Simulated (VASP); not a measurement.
Set up this calculation in VASP 6.6.1, as the native input.

| Item | Value |
| --- | --- |
| Task | single point |
| Functional | PBE-based screened hybrid with 25 % exact exchange |
| Potentials or basis | VASP PAW PBE potentials, release 64 (Be, Te) |
| Cutoff | 520 eV |
| k mesh | 5 × 5 × 5 |
| Occupations | fermi-dirac, width 0.05 eV |
| Spin | no spin polarisation |
| Dipole correction | no |
| Grid for exact exchange (PRECFOCK) | Normal |
| Share of exact exchange | 0.25 |
| Further INCAR settings | ALGO = Normal; EDIFF = 1e-07; NBANDS = 11 |
| Screening parameter | 0.6 1/Å |

BeTe:

```
Be Te
1.0
     0.00000    2.68031    2.68031
     2.68031    0.00000    2.68031
     2.68031    2.68031    0.00000
Be Te
1 1
Direct
  0.50000 0.50000 0.50000
  0.00000 0.00000 0.00000
```

The input as run:

POSCAR

```
BeTe
1.0
    0.0000000000      2.6803100000      2.6803100000
    2.6803100000      0.0000000000      2.6803100000
    2.6803100000      2.6803100000      0.0000000000
Be Te
1 1
Direct
    0.5000000000      0.5000000000      0.5000000000
    0.0000000000      0.0000000000      0.0000000000
```

INCAR.step1

```
PREC = Accurate ; ENCUT = 520
EDIFF = 1E-5 ; ISMEAR = -1
SIGMA = 0.05 ; LREAL = F
LASPH = T ; NELM = 100
ALGO = Normal ; ISIF = 2
LWAVE = T ; LCHARG = F
NBANDS = 11 ; GGA = PE
```

INCAR.step2

```
PREC = Accurate ; ENCUT = 520
EDIFF = 1E-7 ; ISMEAR = -1
SIGMA = 0.05 ; LREAL = F
LASPH = T ; NELM = 100
ALGO = Normal ; ISIF = 2
LWAVE = F ; LCHARG = F
GGA = PE ; LHFCALC = T
AEXX = 0.25 ; HFSCREEN = 0.6
PRECFOCK = Normal ; NBANDS = 11
ISTART = 1
```

KPOINTS

```
Automatic mesh
0
Gamma
  5 5 5
```

Potentials or basis: VASP PAW PBE potentials, release 64 (Be, Te).

Run with:

```bash
$ cat potpaw_PBE.64/Be/POTCAR potpaw_PBE.64/Te/POTCAR > POTCAR
$ cp INCAR.step1 INCAR
$ mpirun -np 1 vasp_std > vasp.out
$ cp INCAR.step2 INCAR
$ mpirun -np 1 vasp_std > vasp.out
```

Results of the run:

The pressure is -0.2 GPa. The band gap on the k mesh is zero (bands 4 and 5 overlap by 0.71 eV).

Caveat: the k points lie up to 0.41 Å⁻¹ apart, too coarse for converged energies and pressures of a metal; the PAW data sets were made with another functional, which shifts forces and pressure a little; spin-orbit coupling is left out, which moves the levels of the heavy elements.

Wall time 12 min on 1 thread of AMD EPYC 7R43 64-Core Processor (Zen 3) (shared host), peak memory 0.24 GiB.
